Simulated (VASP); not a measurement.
# PbF2 in VASP: notebook, part 2 of 2

VASP 6.6.1. The steps go on from the part before.

## (3) Electric field gradients, LDA (volume scaled by 1.02)

INCAR

```
SYSTEM = PbF2
PREC = Accurate
ENCUT = 520
EDIFF = 1E-8
ISMEAR = -1
SIGMA = 0.03
LREAL = .FALSE.
LASPH = .TRUE.
NELM = 100
ALGO = Normal
ISIF = 2
LWAVE = .FALSE.
LCHARG = .FALSE.
GGA = CA
LEFG = .TRUE.
NBANDS = 21
```

KPOINTS

```
Automatic mesh
0
G
  7 7 7
  0 0 0
```

POSCAR

```
PbF2
1.0
    0.0000000000      2.9895184540      2.9895184540
    2.9895184540      0.0000000000      2.9895184540
    2.9895184540      2.9895184540      0.0000000000
Pb F
1 2
Direct
    0.0000000000      0.0000000000      0.0000000000
    0.2500000000      0.2500000000      0.2500000000
    0.7500000000      0.7500000000      0.7500000000
```

Potentials or basis: VASP PAW LDA potentials, release 64 (Pb_d, F).

Started as:

```sh
> cat potpaw_LDA.64/Pb_d/POTCAR potpaw_LDA.64/F/POTCAR > POTCAR
> mpirun -np 1 vasp_std > vasp.out
```

OUTCAR:

```text
SYSTEM = PbF2
   PREC = Accurate
   ENCUT = 520
   EDIFF = 1E-8
   ISMEAR = -1
   LREAL = .FALSE.
   LASPH = .TRUE.
   NELM = 100
   ISIF = 2
   GGA = CA

 ion  position               nearest neighbor table
   1  0.000  0.000  0.000-   3 2.59   3 2.59   3 2.59   2 2.59   2 2.59   2 2.59   3 2.59   2 2.59

   2  0.250  0.250  0.250-   1 2.59   1 2.59   1 2.59   1 2.59
   3  0.750  0.750  0.750-   1 2.59   1 2.59   1 2.59   1 2.59

  LATTYP: Found a face centered cubic cell.
 ALAT       =     5.9790369080

  Lattice vectors:

 A1 = (   0.0000000000,   2.9895184540,   2.9895184540)
 A2 = (   2.9895184540,   0.0000000000,   2.9895184540)
 A3 = (   2.9895184540,   2.9895184540,   0.0000000000)

Analysis of symmetry for initial positions (statically):
=====================================================================
 Subroutine PRICEL returns:
 Original cell was already a primitive cell.

 Routine SETGRP: Setting up the symmetry group for a
 face centered cubic supercell.

 Subroutine GETGRP returns: Found 48 space group operations
 (whereof 48 operations were pure point group operations)
 out of a pool of 48 trial point group operations.

The static configuration has the point symmetry O_h .

Analysis of symmetry for dynamics (positions and initial velocities):
=====================================================================
 Subroutine PRICEL returns:
 Original cell was already a primitive cell.

 Routine SETGRP: Setting up the symmetry group for a
 face centered cubic supercell.

 Subroutine GETGRP returns: Found 48 space group operations
[... 160 lines left out ...]
      5     -13.1194      2.00000
      6     -13.0582      2.00000
[... 469 lines left out ...]
     20      16.8558      0.00000
     21      17.3369      0.00000

------------------------ aborting loop because EDIFF is reached ----------------------------------------

  FORCE on cell =-STRESS in cart. coord.  units (eV):
  Direction    XX          YY          ZZ          XY          YZ          ZX
  --------------------------------------------------------------------------------------
  -------------------------------------------------------------------------------------
  Total       -2.0484619     -2.0484619     -2.0484619     -0.0000000      0.0000000      0.0000000
  in kB      -61.4192849    -61.4192849    -61.4192849     -0.0000000      0.0000000      0.0000000
  external PRESSURE =     -61.4192849 kB  Pullay stress =       0.0000000 kB

 VOLUME and BASIS-vectors are now :
 -----------------------------------------------------------------------------
  energy-cutoff  :      520.00
  volume of cell :       53.44
      direct lattice vectors                 reciprocal lattice vectors
     0.000000000  2.989518454  2.989518454    -0.167251016  0.167251016  0.167251016
     2.989518454  0.000000000  2.989518454     0.167251016 -0.167251016  0.167251016
     2.989518454  2.989518454  0.000000000     0.167251016  0.167251016 -0.167251016

 POSITION                                       TOTAL-FORCE (eV/Angst)
 -----------------------------------------------------------------------------------
      0.00000      0.00000      0.00000         0.000000      0.000000      0.000000
      1.49476      1.49476      1.49476        -0.000000     -0.000000     -0.000000
      4.48428      4.48428      4.48428         0.000000      0.000000      0.000000
 -----------------------------------------------------------------------------------
    total drift:                                0.000000     -0.000000      0.000000

  FREE ENERGIE OF THE ION-ELECTRON SYSTEM (eV)
  ---------------------------------------------------
  free  energy   TOTEN  =       -15.8719713615 eV

  energy  without entropy=      -15.8719713615  energy(sigma->0) =      -15.87197136

 Electric field gradients (V/A^2)
---------------------------------------------------------------------
 ion       V_xx      V_yy      V_zz      V_xy      V_xz      V_yz
---------------------------------------------------------------------
   1      -0.000     0.000    -0.000    -0.001    -0.001    -0.001
   2       0.000    -0.000     0.000     0.004     0.004     0.004
   3       0.000    -0.000     0.000     0.004     0.004     0.004
---------------------------------------------------------------------

 Electric field gradients after diagonalization (V/A^2)
 (convention: |V_zz| > |V_xx| > |V_yy|)
----------------------------------------------------------------------
 ion       V_xx      V_yy      V_zz     asymmetry (V_yy - V_xx)/ V_zz
----------------------------------------------------------------------
   1       0.001     0.001    -0.002       0.000
   2      -0.004    -0.004     0.007       0.000
   3      -0.004    -0.004     0.007       0.000
----------------------------------------------------------------------

           NMR quadrupolar parameters

 Cq : quadrupolar parameter    Cq=e*Q*V_zz/h
 eta: asymmetry parameters     (V_yy - V_xx)/ V_zz
 Q  : nuclear electric quadrupole moment in mb (millibarn)
----------------------------------------------------------------------
 ion       Cq(MHz)       eta       Q (mb)
----------------------------------------------------------------------
   1      -0.000       0.000       1.000
   2       0.000       0.000       1.000
   3       0.000       0.000       1.000
----------------------------------------------------------------------
```

OSZICAR:

```text
N       E                     dE             d eps       ncg     rms          rms(c)
DAV:   1     0.296796817613E+03    0.29680E+03   -0.14519E+04   840   0.150E+03
DAV:   2     0.105862196918E+02   -0.28621E+03   -0.26705E+03   906   0.420E+02
DAV:   3    -0.169206740878E+02   -0.27507E+02   -0.27123E+02  1005   0.140E+02
DAV:   4    -0.177138774757E+02   -0.79320E+00   -0.79268E+00   960   0.248E+01
DAV:   5    -0.177416145337E+02   -0.27737E-01   -0.27734E-01  1085   0.496E+00    0.756E+00
DAV:   6    -0.159546454108E+02    0.17870E+01   -0.83837E+00  1160   0.225E+01    0.278E+00
DAV:   7    -0.159083211976E+02    0.46324E-01   -0.44721E-01   885   0.409E+00    0.149E+00
DAV:   8    -0.158744431976E+02    0.33878E-01   -0.10998E-01  1021   0.327E+00    0.492E-01
DAV:   9    -0.158717000246E+02    0.27432E-02   -0.16477E-02  1045   0.895E-01    0.934E-02
DAV:  10    -0.158720197580E+02   -0.31973E-03   -0.90327E-04   933   0.349E-01    0.366E-02
DAV:  11    -0.158719728747E+02    0.46883E-04   -0.96296E-05  1009   0.103E-01    0.141E-02
DAV:  12    -0.158719710760E+02    0.17987E-05   -0.38326E-05  1098   0.665E-02    0.549E-03
DAV:  13    -0.158719713465E+02   -0.27044E-06   -0.35305E-06   948   0.187E-02    0.996E-04
DAV:  14    -0.158719713635E+02   -0.16995E-07   -0.11701E-07  1066   0.266E-03    0.322E-04
DAV:  15    -0.158719713615E+02    0.19122E-08   -0.78785E-09   625   0.124E-03
   1 F= -.15871971E+02 E0= -.15871971E+02  d E =-.380374E-11
```

Wall time 12 s (1 thread of AMD EPYC 9R45 (Zen 5), shared host); peak memory 0.13 GiB.

Results:

- Free energy: -15.8720 eV
- Pressure: -6.1 GPa
- Band gap on the k mesh: 4.26 eV, indirect (least direct gap 4.48 eV)

Caveat: without QUAD_EFG the Cq values of the log hold for a quadrupole moment of 1 mb, not for the nuclei; spin-orbit coupling is left out, which moves the levels of the heavy elements. A k mesh can miss the band edges.

## (4) Electric field gradients, LDA (volume scaled by 1.06)

INCAR

```
PREC = Accurate
ENCUT = 520
EDIFF = 1E-8
ISMEAR = -1
SIGMA = 0.03
LREAL = False
LASPH = True
NELM = 60
ALGO = Normal
ISIF = 2
LWAVE = False
LCHARG = False
LEFG = True
NBANDS = 21
```

KPOINTS

```
Automatic mesh
0
Gamma
  7 7 7
```

POSCAR

```
PbF2
1.0
    0.0000000000      3.0280971407      3.0280971407
    3.0280971407      0.0000000000      3.0280971407
    3.0280971407      3.0280971407      0.0000000000
Pb F
1 2
Direct
    0.0000000000      0.0000000000      0.0000000000
    0.2500000000      0.2500000000      0.2500000000
    0.7500000000      0.7500000000      0.7500000000
```

Potentials or basis: VASP PAW LDA potentials, release 64 (Pb_d, F).

Started as:

```sh
> cat potpaw_LDA.64/Pb_d/POTCAR potpaw_LDA.64/F/POTCAR > POTCAR
> mpirun -np 1 vasp_std > vasp.out
```

OUTCAR:

```text
PREC = Accurate
   ENCUT = 520
   EDIFF = 1E-8
   ISMEAR = -1
   LREAL = False
   LASPH = True
   NELM = 60
   ISIF = 2

 ion  position               nearest neighbor table
   1  0.000  0.000  0.000-   3 2.62   3 2.62   3 2.62   2 2.62   3 2.62   2 2.62   2 2.62   2 2.62

   2  0.250  0.250  0.250-   1 2.62   1 2.62   1 2.62   1 2.62
   3  0.750  0.750  0.750-   1 2.62   1 2.62   1 2.62   1 2.62

  LATTYP: Found a face centered cubic cell.
 ALAT       =     6.0561942814

  Lattice vectors:
[... 691 lines left out ...]
  free  energy   TOTEN  =       -15.7818249065 eV

  energy  without entropy=      -15.7818249065  energy(sigma->0) =      -15.78182491

 Electric field gradients (V/A^2)
---------------------------------------------------------------------
 ion       V_xx      V_yy      V_zz      V_xy      V_xz      V_yz
---------------------------------------------------------------------
   1       0.000    -0.000    -0.000    -0.000    -0.000    -0.000
   2      -0.000    -0.000     0.000     0.006     0.006     0.006
   3      -0.000    -0.000     0.000     0.006     0.006     0.006
---------------------------------------------------------------------

 Electric field gradients after diagonalization (V/A^2)
 (convention: |V_zz| > |V_xx| > |V_yy|)
----------------------------------------------------------------------
 ion       V_xx      V_yy      V_zz     asymmetry (V_yy - V_xx)/ V_zz
----------------------------------------------------------------------
   1       0.000     0.000    -0.001       0.000
   2      -0.006    -0.006     0.013       0.000
   3      -0.006    -0.006     0.013       0.000
----------------------------------------------------------------------

           NMR quadrupolar parameters

 Cq : quadrupolar parameter    Cq=e*Q*V_zz/h
 eta: asymmetry parameters     (V_yy - V_xx)/ V_zz
 Q  : nuclear electric quadrupole moment in mb (millibarn)
----------------------------------------------------------------------
 ion       Cq(MHz)       eta       Q (mb)
----------------------------------------------------------------------
   1      -0.000       0.000       1.000
   2       0.000       0.000       1.000
   3       0.000       0.000       1.000
----------------------------------------------------------------------
```

It took 13 s on 1 thread of AMD EPYC 9R45 (Zen 5), shared host; peak memory 0.13 GiB.

What came out:

```
Free energy            : -15.7818 eV
Pressure               : -8.1 GPa
Band gap on the k mesh : 4.26 eV, indirect (least direct gap 4.47 eV)
```

Caveat: without QUAD_EFG the Cq values of the log hold for a quadrupole moment of 1 mb, not for the nuclei; spin-orbit coupling is left out, which moves the levels of the heavy elements.

## (5) Electric field gradients, LDA (zz strain of -1 %)

INCAR

```
ALGO     = Normal         # electronic algorithm
EDIFF    = 1E-8           # SCF threshold, eV
ENCUT    = 520            # plane-wave cutoff, eV
GGA      = CA             # functional
ISIF     = 2              # what is computed and relaxed
ISMEAR   = -1             # smearing method
LASPH    = T              # aspherical terms in the spheres
LCHARG   = F              # write CHGCAR
LEFG     = T            
LREAL    = F              # projectors in reciprocal space
LWAVE    = F              # write WAVECAR
NBANDS   = 21             # bands
NELM     = 100            # most SCF steps
PREC     = Accurate       # precision mode
SIGMA    = 0.03           # smearing width, eV
```

KPOINTS

```
k-points
0
Gamma
  7 7 7
```

POSCAR

```
PbF2
1.0
    0.0000000000      2.9698500000      2.9401515000
    2.9698500000      0.0000000000      2.9401515000
    2.9698500000      2.9698500000      0.0000000000
Pb F
1 2
Direct
    0.0000000000      0.0000000000      0.0000000000
    0.2500000000      0.2500000000      0.2500000000
    0.7500000000      0.7500000000      0.7500000000
```

Potentials or basis: VASP PAW LDA potentials, release 64 (Pb_d, F).

Started as:

```sh
> cat potpaw_LDA.64/Pb_d/POTCAR potpaw_LDA.64/F/POTCAR > POTCAR
> mpirun -np 1 vasp_std > vasp.out
```

OUTCAR:

```text
EDIFF = 1E-8
   ENCUT = 520
   GGA = CA
   ISIF = 2
   ISMEAR = -1
   LASPH = T
   LREAL = F
   NELM = 100
   PREC = Accurate

 ion  position               nearest neighbor table
   1  0.000  0.000  0.000-   3 2.56   2 2.56   3 2.56   2 2.56   3 2.56   3 2.56   2 2.56   2 2.56

   2  0.250  0.250  0.250-   1 2.56   1 2.56   1 2.56   1 2.56
   3  0.750  0.750  0.750-   1 2.56   1 2.56   1 2.56   1 2.56

  LATTYP: Found a body centered tetragonal cell.
 ALAT       =     4.2000021482
 C/A-ratio  =     1.4000714267

  Lattice vectors:

 A1 = (   0.0000000000,  -2.9698500000,  -2.9401515000)
 A2 = (   0.0000000000,   2.9698500000,  -2.9401515000)
 A3 = (   2.9698500000,   0.0000000000,   2.9401515000)

Analysis of symmetry for initial positions (statically):
=====================================================================
 Subroutine PRICEL returns:
 Original cell was already a primitive cell.

 Routine SETGRP: Setting up the symmetry group for a
 body centered tetragonal supercell.

 Subroutine GETGRP returns: Found 16 space group operations
 (whereof 16 operations were pure point group operations)
 out of a pool of 16 trial point group operations.

The static configuration has the point symmetry D_4h.

Analysis of symmetry for dynamics (positions and initial velocities):
=====================================================================
 Subroutine PRICEL returns:
 Original cell was already a primitive cell.

 Routine SETGRP: Setting up the symmetry group for a
 body centered tetragonal supercell.

 Subroutine GETGRP returns: Found 16 space group operations
 (whereof 16 operations were pure point group operations)
[... 158 lines left out ...]
 k-point     1 :       0.0000    0.0000    0.0000
  band No.  band energies     occupation
      1     -19.1860      2.00000
      2     -18.5063      2.00000
      3     -12.7923      2.00000
      4     -12.7923      2.00000
      5     -12.7855      2.00000
      6     -12.7168      2.00000
[... 565 lines left out ...]
     20      17.6354      0.00000
     21      17.9383      0.00000

 [... further k-points ...]
[... 5 lines left out ...]
  --------------------------------------------------------------------------------------
  -------------------------------------------------------------------------------------
  Total       -1.4435862     -1.4435862     -1.2631455      0.0000000     -0.0000000     -0.0000000
  in kB      -44.5948371    -44.5948371    -39.0207168      0.0000000     -0.0000000     -0.0000000
  external PRESSURE =     -42.7367970 kB  Pullay stress =       0.0000000 kB

 VOLUME and BASIS-vectors are now :
 -----------------------------------------------------------------------------
  energy-cutoff  :      520.00
  volume of cell :       51.86
      direct lattice vectors                 reciprocal lattice vectors
     0.000000000  2.969850000  2.940151500    -0.168358671  0.168358671  0.170059264
     2.969850000  0.000000000  2.940151500     0.168358671 -0.168358671  0.170059264
     2.969850000  2.969850000  0.000000000     0.168358671  0.168358671 -0.170059264

 POSITION                                       TOTAL-FORCE (eV/Angst)
 -----------------------------------------------------------------------------------
      0.00000      0.00000      0.00000        -0.000000      0.000000     -0.000000
      1.48493      1.48493      1.47008         0.000000      0.000000     -0.000000
      4.45477      4.45477      4.41023        -0.000000     -0.000000      0.000000
 -----------------------------------------------------------------------------------
    total drift:                                0.000000     -0.000000      0.000000

  FREE ENERGIE OF THE ION-ELECTRON SYSTEM (eV)
  ---------------------------------------------------
  free  energy   TOTEN  =       -15.9200601088 eV

  energy  without entropy=      -15.9200601087  energy(sigma->0) =      -15.92006011

 Electric field gradients (V/A^2)
---------------------------------------------------------------------
 ion       V_xx      V_yy      V_zz      V_xy      V_xz      V_yz
---------------------------------------------------------------------
   1      -1.879    -1.879     3.758    -0.001    -0.001    -0.001
   2       1.055     1.055    -2.109     0.002     0.002     0.002
   3       1.055     1.055    -2.109     0.002     0.002     0.002
---------------------------------------------------------------------

 Electric field gradients after diagonalization (V/A^2)
 (convention: |V_zz| > |V_xx| > |V_yy|)
----------------------------------------------------------------------
 ion       V_xx      V_yy      V_zz     asymmetry (V_yy - V_xx)/ V_zz
----------------------------------------------------------------------
   1      -1.880    -1.878     3.758       0.001
   2       1.056     1.053    -2.109       0.001
   3       1.056     1.053    -2.109       0.001
----------------------------------------------------------------------

           NMR quadrupolar parameters

 Cq : quadrupolar parameter    Cq=e*Q*V_zz/h
 eta: asymmetry parameters     (V_yy - V_xx)/ V_zz
 Q  : nuclear electric quadrupole moment in mb (millibarn)
----------------------------------------------------------------------
 ion       Cq(MHz)       eta       Q (mb)
----------------------------------------------------------------------
   1       0.009       0.001       1.000
   2      -0.005       0.001       1.000
   3      -0.005       0.001       1.000
----------------------------------------------------------------------
```

OSZICAR:

```text
N       E                     dE             d eps       ncg     rms          rms(c)
DAV:   1     0.297568397619E+03    0.29757E+03   -0.14547E+04  1690   0.152E+03
DAV:   2     0.876189266160E+01   -0.28881E+03   -0.27080E+03  1823   0.423E+02
DAV:   3    -0.169744772343E+02   -0.25736E+02   -0.25449E+02  1965   0.136E+02
DAV:   4    -0.177049123390E+02   -0.73044E+00   -0.72986E+00  1970   0.241E+01
DAV:   5    -0.177309226512E+02   -0.26010E-01   -0.26009E-01  2168   0.476E+00    0.751E+00
DAV:   6    -0.159934118038E+02    0.17375E+01   -0.80967E+00  2278   0.226E+01    0.268E+00
DAV:   7    -0.159537167348E+02    0.39695E-01   -0.42868E-01  1820   0.404E+00    0.146E+00
DAV:   8    -0.159228184967E+02    0.30898E-01   -0.10561E-01  1970   0.329E+00    0.506E-01
DAV:   9    -0.159197973568E+02    0.30211E-02   -0.16601E-02  2197   0.953E-01    0.906E-02
DAV:  10    -0.159200950988E+02   -0.29774E-03   -0.72355E-04  1843   0.288E-01    0.340E-02
DAV:  11    -0.159200592755E+02    0.35823E-04   -0.78203E-05  2042   0.851E-02    0.106E-02
DAV:  12    -0.159200607676E+02   -0.14921E-05   -0.28354E-05  2032   0.548E-02    0.627E-03
DAV:  13    -0.159200600969E+02    0.67072E-06   -0.50361E-06  2218   0.239E-02    0.117E-03
DAV:  14    -0.159200601086E+02   -0.11636E-07   -0.27052E-07  2018   0.444E-03    0.183E-04
DAV:  15    -0.159200601088E+02   -0.19463E-09   -0.32107E-09  1326   0.660E-04
   1 F= -.15920060E+02 E0= -.15920060E+02  d E =-.618729E-11
```

Run time: 30 s. Hardware: 1 thread of AMD EPYC 9R45 (Zen 5), shared host; peak memory 0.14 GiB.

What came out:

* Free energy: -15.9201 eV
* Pressure: -4.3 GPa
* Band gap on the k mesh: 4.21 eV, indirect (least direct gap 4.48 eV)

Electric field gradients, principal values (V/Å²):
```csv
atom,least,middle,greatest (by size)
1 Pb,-1.878,-1.880,3.758
2 F,1.053,1.056,-2.109
3 F,1.053,1.056,-2.109
```

Caveat: the cell differs from its parent crystal (zz strain of -1 %); without QUAD_EFG the Cq values of the log hold for a quadrupole moment of 1 mb, not for the nuclei; spin-orbit coupling is left out, which moves the levels of the heavy elements. A k mesh can miss the band edges.

## (6) Summary

| cell | gap on the mesh (eV) | pressure (GPa) |
| --- | --- | --- |
| a = 4.186 Å, angles 60.0°, 3 atoms | 4.26 | -4.3 |
| a = 4.228 Å, angles 60.0°, 3 atoms | 4.26 | -6.1 |
| a = 4.282 Å, angles 60.0°, 3 atoms | 4.26 | -8.1 |
| a = 4.179, b = 4.179, c = 4.200 Å, angles 59.8, 59.8, 60.3°, 3 atoms | 4.21 | -4.3 |

Alike in all rows: task electric field gradients; level LDA; potentials or basis VASP PAW LDA potentials, release 64 (Pb_d, F); no spin polarisation; k mesh 7 × 7 × 7; cutoff (eV) 520; smearing fermi-dirac 0.03 eV.

Caveats: spin-orbit coupling is left out, which moves the levels of the heavy elements.

Total energies depend on the potentials used, so only differences within one code and one set of settings carry meaning.
